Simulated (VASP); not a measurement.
# CuO (P1) in VASP: notebook, part 2 of 2

VASP 6.6.1. Earlier steps stand in the parts before.

### 3 Single point, BLYP

Input file INCAR:

```
AGGAC    = 1.0          
AGGAX    = 1.0          
ALDAC    = 0.0          
ALDAX    = 1.0          
ALGO     = Normal         # electronic algorithm
EDIFF    = 1E-6           # SCF threshold, eV
ENCUT    = 520            # plane-wave cutoff, eV
GGA      = B5             # functional
ISIF     = 2              # what is computed and relaxed
ISMEAR   = -1             # smearing method
LASPH    = True           # aspherical terms in the spheres
LCHARG   = False          # write CHGCAR
LREAL    = False          # projectors in reciprocal space
LWAVE    = False          # write WAVECAR
NBANDS   = 25             # bands
NELM     = 60             # most SCF steps
PREC     = Accurate       # precision mode
SIGMA    = 0.05           # smearing width, eV
```

Input file KPOINTS:

```
k-points
0
Gamma
  10 10 6
```

Input file POSCAR:

```
CuO
1.0
    0.0000000000     -2.1305773621     -2.1305773621
   -2.1305773621      0.0000000000     -2.1305773621
    2.1305773621      2.1305773621     -4.2611547243
Cu O
2 2
Direct
    0.5038875400      0.4769880100      0.4880064000
    0.0038875400      0.9769880100      0.9880064000
    0.7461124600      0.7730119900      0.7619936000
    0.2461124600      0.2730119900      0.2619936000
```

Potentials or basis: VASP PAW PBE potentials, release 64 (Cu, O).

Command:

```console
cat potpaw_PBE.64/Cu/POTCAR potpaw_PBE.64/O/POTCAR > POTCAR
mpirun -np 1 vasp_std > vasp.out
```

OUTCAR:

```text
EDIFF = 1E-6
   ENCUT = 520
   GGA = B5
   ISIF = 2
   ISMEAR = -1
   LASPH = True
   LREAL = False
   NELM = 60
   PREC = Accurate

 ion  position               nearest neighbor table
   1  0.504  0.477  0.488-   4 1.95   4 2.07   3 2.09   4 2.19   3 2.21   3 2.32
   2  0.004  0.977  0.988-   3 1.95   3 2.07   4 2.09   3 2.19   4 2.21   4 2.32
   3  0.746  0.773  0.762-   2 1.95   2 2.07   1 2.09   2 2.19   1 2.21   1 2.32
   4  0.246  0.273  0.262-   1 1.95   1 2.07   2 2.09   1 2.19   2 2.21   2 2.32

  LATTYP: Found a trigonal (rhomboedric) cell.
[... 902 lines left out ...]
     25      20.0918      0.00000

 [... further k-points ...]
[... 5 lines left out ...]
  --------------------------------------------------------------------------------------
  -------------------------------------------------------------------------------------
  Total        1.6904001      1.8628459      3.5478790      0.0502695      0.2357179     -0.1561377
  in kB       70.0080808     77.1499422    146.9357493      2.0819166      9.7622783     -6.4664594
  external PRESSURE =      98.0312574 kB  Pullay stress =       0.0000000 kB

 VOLUME and BASIS-vectors are now :
 -----------------------------------------------------------------------------
  energy-cutoff  :      520.00
  volume of cell :       38.69
      direct lattice vectors                 reciprocal lattice vectors
     0.000000000 -2.130577362 -2.130577362     0.117339086 -0.352017258 -0.117339086
    -2.130577362  0.000000000 -2.130577362    -0.352017258  0.117339086 -0.117339086
     2.130577362  2.130577362 -4.261154724     0.117339086  0.117339086 -0.117339086

 POSITION                                       TOTAL-FORCE (eV/Angst)
 -----------------------------------------------------------------------------------
      0.02348     -0.03384     -4.16930        -0.215766      0.309658     -1.127727
      0.02348      2.09674     -6.29988        -0.215766      0.309658     -1.127727
     -0.02348      0.03384     -6.48358         0.215766     -0.309658      1.127727
     -0.02348      0.03384     -2.22243         0.215766     -0.309658      1.127727
 -----------------------------------------------------------------------------------
    total drift:                                0.000236     -0.000818      0.001176

  FREE ENERGIE OF THE ION-ELECTRON SYSTEM (eV)
  ---------------------------------------------------
  free  energy   TOTEN  =       -17.2034769262 eV

  energy  without entropy=      -17.1768748050  energy(sigma->0) =      -17.19017587
```

OSZICAR:

```text
N       E                     dE             d eps       ncg     rms          rms(c)
DAV:   1     0.296787532443E+03    0.29679E+03   -0.16482E+04 16384   0.221E+03
DAV:   2     0.119324880302E+02   -0.28486E+03   -0.26398E+03 15648   0.404E+02
DAV:   3    -0.221885628541E+02   -0.34121E+02   -0.32136E+02 18229   0.153E+02
DAV:   4    -0.233343956889E+02   -0.11458E+01   -0.11371E+01 18751   0.305E+01
DAV:   5    -0.233539735711E+02   -0.19578E-01   -0.19570E-01 19123   0.353E+00    0.163E+01
DAV:   6    -0.199979936515E+02    0.33560E+01   -0.32984E+01 21093   0.133E+02    0.125E+01
DAV:   7    -0.171491744942E+02    0.28488E+01   -0.86495E+00 18436   0.107E+02    0.245E+00
DAV:   8    -0.172464694018E+02   -0.97295E-01   -0.14835E+00 18212   0.895E+00    0.154E+00
DAV:   9    -0.172174974766E+02    0.28972E-01   -0.79848E-02 25692   0.958E+00    0.933E-01
DAV:  10    -0.172033352336E+02    0.14162E-01   -0.29755E-02 24330   0.532E+00    0.305E-01
DAV:  11    -0.172035157360E+02   -0.18050E-03   -0.10966E-02 18118   0.877E-01    0.737E-02
DAV:  12    -0.172035104420E+02    0.52940E-05   -0.27268E-04 21904   0.185E-01    0.479E-02
DAV:  13    -0.172034768218E+02    0.33620E-04   -0.48714E-05 22888   0.223E-01    0.105E-02
DAV:  14    -0.172034769262E+02   -0.10436E-06   -0.58595E-06 19548   0.493E-02
   1 F= -.17203477E+02 E0= -.17190176E+02  d E =-.266021E-01
```

Run time: 3.4 min. Hardware: 1 thread of Intel Xeon Platinum 8259CL at 2.50GHz (Skylake/Cascade Lake), shared host; peak memory 0.35 GiB.

What came out:

| Quantity | Value |
| --- | --- |
| Free energy | -17.2035 eV |
| Pressure | 9.8 GPa |
| Largest force | 1.189 eV/Å |
| Band gap on the k mesh | zero (bands 17 and 18 overlap by 1.10 eV) |

Forces on the atoms (eV/Å):
```
Cu  -0.216  0.310 -1.128
Cu  -0.216  0.310 -1.128
O    0.216 -0.310  1.128
O    0.216 -0.310  1.128
```

Caveat: the stress differs along the axes, from 7 to 15 GPa; the PAW data sets were made with another functional, which shifts forces and pressure a little; semilocal functionals often make such compounds metallic where correlation or magnetic order opens a gap, which also shifts bond lengths. With open d or f shells a metallic result of BLYP can be an artefact of self-interaction; +U or a hybrid may open a gap.

### 4 Single point, LDA

This run uses another cell than the first one, of 9.86 Å³/atom.

Input file INCAR:

```
SYSTEM = CuO
PREC = Accurate
ENCUT = 520
EDIFF = 1E-7
ISMEAR = -1
SIGMA = 0.05
LREAL = .FALSE.
LASPH = .TRUE.
NELM = 100
ALGO = Normal
ISIF = 2
LWAVE = .FALSE.
LCHARG = .FALSE.
GGA = CA
NBANDS = 25
```

Input file KPOINTS:

```
regular mesh
0
G
  10 10 6
  0 0 0
```

Input file POSCAR:

```
CuO
1.0
    0.0000000000     -2.1444126677     -2.1444126677
   -2.1444126677      0.0000000000     -2.1444126677
    2.1444126677      2.1444126677     -4.2888253355
Cu O
2 2
Direct
    0.5038875400      0.4769880100      0.4880064000
    0.0038875400      0.9769880100      0.9880064000
    0.7461124600      0.7730119900      0.7619936000
    0.2461124600      0.2730119900      0.2619936000
```

Potentials or basis: VASP PAW LDA potentials, release 64 (Cu, O).

Command:

```console
cat potpaw_LDA.64/Cu/POTCAR potpaw_LDA.64/O/POTCAR > POTCAR
mpirun -np 1 vasp_std > vasp.out
```

Run time: 3.6 min. Hardware: 1 thread of Intel Xeon Platinum 8259CL at 2.50GHz (Skylake/Cascade Lake), shared host; peak memory 0.33 GiB.

It converged, with:

```
Free energy            : -22.3706 eV
Pressure               : -16.4 GPa
Largest force          : 0.852 eV/Å
Band gap on the k mesh : zero (bands 17 and 18 overlap by 1.09 eV)
```

Forces in eV/Å, atoms in the order of the input:
```
Cu  -0.149  0.210 -0.812
Cu  -0.149  0.210 -0.812
O    0.149 -0.210  0.812
O    0.149 -0.210  0.812
```

Stress tensor (GPa, compression positive):
```
-18.57   0.10  -0.35
  0.10 -18.01   0.56
 -0.35   0.56 -12.53
```

Levels at points of the mesh, in eV from the Fermi level:
```csv
k point,band 14,band 15,band 16,band 17,band 18,band 19,band 20,band 21
"(0.00, 0.00, 0.00)",-1.44,-1.38,-1.09,0.52,0.67,1.26,5.76,9.03
"(0.50, 0.00, 0.00)",-1.50,-0.74,-0.74,-0.27,-0.27,6.84,6.84,9.26
"(0.00, 0.50, 0.00)",-1.44,-0.61,-0.61,-0.29,-0.29,6.85,6.85,9.19
"(0.50, 0.50, 0.00)",-1.62,-1.56,-1.39,0.49,0.64,5.20,5.77,9.03
"(0.00, 0.00, 0.50)",-1.79,-0.15,-0.15,-0.04,-0.04,4.00,4.00,11.71
"(0.50, 0.00, 0.50)",-1.59,-1.47,-1.40,0.45,0.58,5.25,5.79,9.03
"(0.00, 0.50, 0.50)",-1.59,-1.47,-1.34,0.67,0.71,5.25,5.71,9.02
"(0.50, 0.50, 0.50)",-1.51,-0.73,-0.73,-0.42,-0.42,6.81,6.81,9.37
```

Caveat: the stress differs along the axes, from -19 to -13 GPa; semilocal functionals often make such compounds metallic where correlation or magnetic order opens a gap, which also shifts bond lengths. With open d or f shells a metallic result of LDA can be an artefact of self-interaction; +U or a hybrid may open a gap.

### 5 Summary

```tsv
level	potentials or basis	cell	gap on the mesh (eV)	pressure (GPa)	largest force (eV/Å)
LDA	VASP PAW LDA potentials, release 64 (Cu, O)	a = 3.013, b = 3.013, c = 5.219 Å, angles 73.2, 73.2, 60.0°, 4 atoms	none	-13.5	0.95
BLYP	VASP PAW PBE potentials, release 64 (Cu, O)	a = 3.013, b = 3.013, c = 5.219 Å, angles 73.2, 73.2, 60.0°, 4 atoms	none	9.8	1.19
LDA	VASP PAW LDA potentials, release 64 (Cu, O)	a = 3.033, b = 3.033, c = 5.253 Å, angles 73.2, 73.2, 60.0°, 4 atoms	none	-16.4	0.85
```

Alike in all rows: task single point; no spin polarisation; k mesh 10 × 10 × 6; cutoff (eV) 520; smearing fermi-dirac 0.05 eV.

Caveats: semilocal functionals often make such compounds metallic where correlation or magnetic order opens a gap, which also shifts bond lengths; the stress differs along the axes, from -16 to -9 GPa (at least some runs); the stress differs along the axes, from 7 to 15 GPa (at least some runs); the PAW data sets were made with another functional, which shifts forces and pressure a little (at least some runs); the stress differs along the axes, from -19 to -13 GPa (at least some runs).

Absolute energies hang on the potentials; compare differences alone.
